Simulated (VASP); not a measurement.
# Pt (P6_3/mmc) in VASP: further runs

Pt is run at these levels: LDA; tasks: single point.

Program: VASP 6.6.1. These are calculated values, not measurements. Logs are shortened: lines on timing, memory, paths and dates and some standing lists are left out, and cuts for length are marked.

### Step 1. The cell of the first run

Symmetry: P6_3/mmc, No. 194, hexagonal system. The conventional cell has a = 2.624 Å, b = 2.624 Å, c = 4.532 Å, α = 90.00°, β = 90.00°, γ = 120.00°. Pt (site symmetry -6m2) has 12 Pt at 2.62 to 2.73 Å within 3.5 Å.

### Step 2. Single point, LDA

Input file INCAR:

```
SYSTEM = Pt
ALGO = Normal ; EDIFF = 1E-7
ENCUT = 520 ; ISIF = 2
ISMEAR = 0 ; LASPH = .TRUE.
LCHARG = .TRUE. ; LELF = .TRUE.
LREAL = .FALSE. ; LVHAR = .TRUE.
LWAVE = .FALSE. ; NBANDS = 17
NELM = 80 ; PREC = Accurate
SIGMA = 0.15
```

Input file KPOINTS:

```
k-points
0
G
  21 21 10
  0 0 0
```

Input file POSCAR:

```
Pt
1.0
    2.6244633715      0.0000000000      0.0000000000
   -1.3122316858      2.2728519510      0.0000000000
    0.0000000000      0.0000000000      4.5317559673
Pt
2
Direct
    0.6666666667      0.3333333333      0.7500000000
    0.3333333333      0.6666666667      0.2500000000
```

Potentials or basis: VASP PAW LDA potentials, release 64 (Pt).

The run is started by

```
$ cat potpaw_LDA.64/Pt/POTCAR > POTCAR
$ mpirun -np 1 vasp_std > vasp.out
```

OUTCAR:

```text
SYSTEM = Pt
   EDIFF = 1E-7
   ENCUT = 520
   ISIF = 2
   ISMEAR = 0
   LASPH = .TRUE.
   LREAL = .FALSE.
   NELM = 80
   PREC = Accurate

 ion  position               nearest neighbor table
   1  0.667  0.333  0.750-   2 2.73   2 2.73   2 2.73   2 2.73   2 2.73   2 2.73
   2  0.333  0.667  0.250-   1 2.73   1 2.73   1 2.73   1 2.73   1 2.73   1 2.73

  LATTYP: Found a hexagonal cell.
 ALAT       =     2.6244633715
 C/A-ratio  =     1.7267362222

  Lattice vectors:

 A1 = (   2.6244633715,   0.0000000000,   0.0000000000)
 A2 = (  -1.3122316858,   2.2728519510,   0.0000000000)
 A3 = (   0.0000000000,   0.0000000000,   4.5317559673)

Analysis of symmetry for initial positions (statically):
=====================================================================
 Subroutine PRICEL returns:
 Original cell was already a primitive cell.

 Routine SETGRP: Setting up the symmetry group for a
 hexagonal supercell.

 Subroutine GETGRP returns: Found 24 space group operations
 (whereof 12 operations were pure point group operations)
 out of a pool of 24 trial point group operations.

The static configuration has the point symmetry D_3d.
 The point group associated with its full space group is D_6h.

Analysis of symmetry for dynamics (positions and initial velocities):
=====================================================================
 Subroutine PRICEL returns:
 Original cell was already a primitive cell.

 Routine SETGRP: Setting up the symmetry group for a
 hexagonal supercell.

 Subroutine GETGRP returns: Found 24 space group operations
 (whereof 12 operations were pure point group operations)
 out of a pool of 24 trial point group operations.

The dynamic configuration has the point symmetry D_3d.
 The point group associated with its full space group is D_6h.

 Subroutine INISYM returns: Found 24 space group operations
 (whereof 12 operations are pure point group operations),
 and found     1 'primitive' translations

----------------------------------------------------------------------------------------

                                     Primitive cell

  volume of cell :      27.0320

  direct lattice vectors                    reciprocal lattice vectors
     2.624463372  0.000000000  0.000000000     0.381030275  0.219987932  0.000000000
    -1.312231686  2.272851951  0.000000000     0.000000000  0.439975864  0.000000000
     0.000000000  0.000000000  4.531755967     0.000000000  0.000000000  0.220665015

  length of vectors
     2.624463372  2.624463372  4.531755967     0.439975864  0.439975864  0.220665015

  position of ions in fractional coordinates (direct lattice)
     0.666666667  0.333333333  0.750000000
     0.333333333  0.666666667  0.250000000

  ion indices of the primitive-cell ions
   primitive index   ion index
                 1           1
                 2           2

----------------------------------------------------------------------------------------

 KPOINTS: k-points

Automatic generation of k-mesh.
 Grid dimensions read from file:
 generate k-points for:   21   21   10

 Generating k-lattice:

  Cartesian coordinates                     Fractional coordinates (reciprocal lattice)
     0.018144299  0.010475616  0.000000000     0.047619048  0.000000000  0.000000000
     0.000000000  0.020951232  0.000000000     0.000000000  0.047619048  0.000000000
     0.000000000  0.000000000  0.022066502     0.000000000  0.000000000  0.100000000

  Length of vectors
     0.020951232  0.020951232  0.022066502

  Shift w.r.t. Gamma in fractional coordinates (k-lattice)
     0.000000000  0.000000000  0.000000000

 Subroutine IBZKPT returns following result:
 ===========================================

 Found    288 irreducible k-points:

 Following reciprocal coordinates:
            Coordinates               Weight
  0.000000  0.000000  0.000000      1.000000
  0.047619  0.000000  0.000000      6.000000
  0.095238  0.000000  0.000000      6.000000
  0.142857  0.000000  0.000000      6.000000
  0.190476  0.000000  0.000000      6.000000
  0.238095  0.000000  0.000000      6.000000
[... 16 lines left out ...]
  0.142857  0.095238  0.000000     12.000000
  0.190476  0.095238  0.000000     12.000000
 [... further k-points ...]
   k-points           NKPTS =    288   k-points in BZ     NKDIM =    288   number of bands    NBANDS=     17
   number of dos      NEDOS =    301   number of ions     NIONS =      2
   total plane-waves  NPLWV =  14400
   dimension x,y,z NGX =    20 NGY =   20 NGZ =   36
   dimension x,y,z NGXF=    40 NGYF=   40 NGZF=   72
   ions per type =               2
   NGX,Y,Z   is equivalent  to a cutoff of  12.67, 12.67, 13.21 a.u.
   NGXF,Y,Z  is equivalent  to a cutoff of  25.34, 25.34, 26.41 a.u.
 SYSTEM =  Pt
   PREC   = accura    normal or accurate (medium, high low for compatibility)
   ISTART =      0    job   : 0-new  1-cont  2-samecut
   ICHARG =      2    charge: 1-file 2-atom 10-const
   ISPIN  =      1    spin polarized calculation?
   LNONCOLLINEAR =      F non collinear calculations
   LSORBIT =      F    spin-orbit coupling
   LASPH  =      T    aspherical Exc in radial PAW
   ENCUT  =  520.0 eV  38.22 Ry    6.18 a.u.   4.88  4.88  8.43*2*pi/ulx,y,z
   NELM   =     80;   NELMIN=  2; NELMDL= -5     # of ELM steps
   EDIFF  = 0.1E-06   stopping-criterion for ELM
   LREAL  =      F    real-space projection
   EDIFFG = 0.1E-05   stopping-criterion for IOM
   NSW    =      0    number of steps for IOM
   IBRION =     -1    ionic relax: 0-MD 1-quasi-New 2-CG
   NFREE  =      0    steps in history (QN), initial steepest desc. (CG)
   ISIF   =      2    stress and relaxation
   ISYM   =      2    0-nonsym 1-usesym 2-fastsym
   POTIM  = 0.5000    time-step for ionic-motion
   TEBEG  =    0.0;   TEEND  =   0.0 temperature during run
   PSTRESS=    0.0 pullay stress
   NELECT =      20.0000    total number of electrons
   NUPDOWN=      -1.0000    fix difference up-down
   EMIN   =  10.00;   EMAX   =-10.00  energy-range for DOS
   EFERMI =   0.00;   METHOD = LEGACY
   ISMEAR =     0;   SIGMA  =   0.15  broadening in eV -4-tet -1-fermi 0-gaus
   EFERMI_NEDOS =   21; number of points for ismear=-14 and -15
   IALGO  =     38    algorithm
   IMIX   =      4    mixing-type and parameters
     AMIX     =   0.40;   BMIX     =  1.00
     AMIX_MAG =   1.60;   BMIX_MAG =  1.00
  volume/ion in A,a.u.               =      13.52        91.21
  Fermi-wavevector in a.u.,A,eV,Ry     =   1.480672  2.798064 29.829258  2.192389
  Thomas-Fermi vector in A             =   2.594677
   LORBIT       =      0    0 simple, 1 ext, 2 COOP (PROOUT), +10 PAW based schemes
   GGA     = CA    functional components
   LHFCALC =     F    Hartree Fock is set to
   AEXX    =    0.0000 exact exchange contribution
   IVDW    =     0    specifies the selected vdW correction
   LEPSILON=     F    determine dielectric tensor
   LRPA    =     F    only Hartree local field effects (RPA)
 non-spin polarized calculation
 Gauss-broadening in eV      SIGMA  =   0.15
  energy-cutoff  :      520.00
  volume of cell :       27.03
 maximum number of plane-waves:       750
 NGX is ok and might be reduce to    20
   NGX =  9   NGY =  9   NGZ = 17

 number of electron      20.0000001 magnetization

 Free energy of the ion-electron system (eV)
  ---------------------------------------------------
  ext. energy  EPLUGINS =         0.00000000
  ---------------------------------------------------
  free energy    TOTEN  =       -14.60108338 eV

  energy without entropy =      -14.56550254  energy(sigma->0) =      -14.58329296

 E-fermi :  13.3799     XC(G=0): -14.3258

 val. band max:       13.3789733259   @ k =   0.2381   0.1905   0.2000
 cond. band min:      13.3824498751   @ k =   0.2857   0.1429   0.5000
 fundamental gap:      0.0034765492
 Fermi energy:        13.3798958592

 k-point     1 :       0.0000    0.0000    0.0000
  band No.  band energies     occupation
      1       1.8732      2.00000
      2       4.6315      2.00000
      3       8.3265      2.00000
      4       8.9613      2.00000
      5       8.9613      2.00000
      6       9.4535      2.00000
[... 9 lines left out ...]
     16      30.5596      0.00000
     17      35.9814      0.00000

 k-point     2 :       0.0476    0.0000    0.0000
  band No.  band energies     occupation
      1       1.9696      2.00000
      2       4.7222      2.00000
      3       8.3170      2.00000
      4       8.9523      2.00000
      5       9.0403      2.00000
      6       9.3980      2.00000
[... 9 lines left out ...]
     16      30.7332      0.00000
     17      35.2552      0.00000

 k-point     3 :       0.0952    0.0000    0.0000
  band No.  band energies     occupation
      1       2.2527      2.00000
      2       4.9820      2.00000
      3       8.2423      2.00000
      4       8.9734      2.00000
      5       9.2667      2.00000
      6       9.2750      2.00000
[... 9 lines left out ...]
     16      31.2025      0.00000
     17      33.8280      0.00000

 k-point     4 :       0.1429    0.0000    0.0000
  band No.  band energies     occupation
      1       2.7028      2.00000
      2       5.3658      2.00000
      3       8.0768      2.00000
      4       8.9007      2.00000
      5       9.3168      2.00000
      6       9.4390      2.00000
[... 9 lines left out ...]
     16      31.6386      0.00000
     17      32.6258      0.00000
[... 343 lines left out ...]
      1       2.9663      2.00000
      2       5.5967      2.00000
      3       7.9233      2.00000
      4       8.9187      2.00000
      5       9.1346      2.00000
      6       9.2167      2.00000
[... 9 lines left out ...]
     16      31.1187      0.00000
     17      31.9887      0.00000

 k-point    23 :       0.1429    0.0952    0.0000
  band No.  band energies     occupation
      1       3.5383      2.00000
      2       6.0164      2.00000
      3       7.7043      2.00000
      4       8.4708      2.00000
      5       8.7093      2.00000
      6       9.4983      2.00000
[... 9 lines left out ...]
     16      30.7547      0.00000
     17      31.4538      0.00000

 k-point    24 :       0.1905    0.0952    0.0000
  band No.  band energies     occupation
      1       4.1871      2.00000
      2       6.2888      2.00000
      3       7.6620      2.00000
      4       7.8489      2.00000
      5       8.5595      2.00000
      6       9.4615      2.00000
[... 9 lines left out ...]
     16      29.9637      0.00000
     17      32.0416      0.00000

 [... further k-points ...]

------------------------ aborting loop because EDIFF is reached ----------------------------------------

  FORCE on cell =-STRESS in cart. coord.  units (eV):
  Direction    XX          YY          ZZ          XY          YZ          ZX
  --------------------------------------------------------------------------------------
  -------------------------------------------------------------------------------------
  Total        6.7335186      6.7335185      5.7718465     -0.0000000      0.0000000     -0.0000000
  in kB      399.0933254    399.0933254    342.0953571     -0.0000000      0.0000000     -0.0000000
  external PRESSURE =     380.0940026 kB  Pullay stress =       0.0000000 kB

 VOLUME and BASIS-vectors are now :
 -----------------------------------------------------------------------------
  energy-cutoff  :      520.00
  volume of cell :       27.03
      direct lattice vectors                 reciprocal lattice vectors
     2.624463372  0.000000000  0.000000000     0.381030275  0.219987932  0.000000000
    -1.312231686  2.272851951  0.000000000     0.000000000  0.439975864  0.000000000
     0.000000000  0.000000000  4.531755967     0.000000000  0.000000000  0.220665015

 POSITION                                       TOTAL-FORCE (eV/Angst)
 -----------------------------------------------------------------------------------
      1.31223      0.75762      3.39882         0.000000     -0.000000      0.000000
     -0.00000      1.51523      1.13294        -0.000000      0.000000      0.000000
 -----------------------------------------------------------------------------------
    total drift:                               -0.000000      0.000000     -0.000000

  FREE ENERGIE OF THE ION-ELECTRON SYSTEM (eV)
  ---------------------------------------------------
  free  energy   TOTEN  =       -14.6010833808 eV

  energy  without entropy=      -14.5655025389  energy(sigma->0) =      -14.58329296
```

It took 87 s on 1 thread of Intel Xeon Platinum 8375C at 2.90GHz (Ice Lake), shared host; peak memory 0.21 GiB.

Results:

- Free energy: -14.6011 eV
- Pressure: 38.0 GPa
- Band gap on the k mesh: zero (band 10 reaches 14.01 eV, above the bottom of band 11 at 12.36 eV)

Caveat: spin-orbit coupling is left out, which moves the levels of the heavy elements.

### Step 3. Single point, LDA

This run uses another cell than the first one, of 14.85 Å³/atom, 1.099 times its volume.

Input file INCAR:

```
SYSTEM = Pt
ALGO     = Normal         ! electronic algorithm
EDIFF    = 1E-6           ! SCF threshold, eV
ENCUT    = 520            ! plane-wave cutoff, eV
ISIF     = 2              ! what is computed and relaxed
ISMEAR   = 0              ! smearing method
LASPH    = .TRUE.         ! aspherical terms in the spheres
LCHARG   = .FALSE.        ! write CHGCAR
LREAL    = .FALSE.        ! projectors in reciprocal space
LWAVE    = .FALSE.        ! write WAVECAR
NBANDS   = 17             ! bands
NELM     = 60             ! most SCF steps
PREC     = Accurate       ! precision mode
SIGMA    = 0.15           ! smearing width, eV
```

KPOINTS is that of step 2.

Input file POSCAR:

```
Pt
1.0
    2.7082945876      0.0000000000      0.0000000000
   -1.3541472938      2.3454519138      0.0000000000
    0.0000000000      0.0000000000      4.6765103647
Pt
2
Direct
    0.6666666667      0.3333333333      0.7500000000
    0.3333333333      0.6666666667      0.2500000000
```

Potentials or basis: VASP PAW LDA potentials, release 64 (Pt).

The run is started by

```
$ cat potpaw_LDA.64/Pt/POTCAR > POTCAR
$ mpirun -np 1 vasp_std > vasp.out
```

Run time: 78 s. Hardware: 1 thread of Intel Xeon Platinum 8375C at 2.90GHz (Ice Lake), shared host; peak memory 0.23 GiB.

It converged, with:

```
Free energy            : -14.8994 eV
Pressure               : 0.9 GPa
Band gap on the k mesh : zero (band 10 reaches 11.92 eV, above the bottom of band 11 at 10.54 eV)
```

Stress tensor (GPa, compression positive):
```
1.34 0.00 0.00
0.00 1.34 0.00
0.00 0.00 0.12
```

Levels at points of the mesh, in eV from the Fermi level:
```
           k point  band 8  band 9  band 10  band 11  band 12  band 13
(0.00, 0.00, 0.00)   -2.03   -2.03    -0.97    -0.24    -0.24     5.14
(0.00, 0.00, 0.50)   -3.79   -0.87    -0.87    -0.87    -0.87    12.44
```

Caveat: spin-orbit coupling is left out, which moves the levels of the heavy elements.

(Part 1 of 2 ends here.)
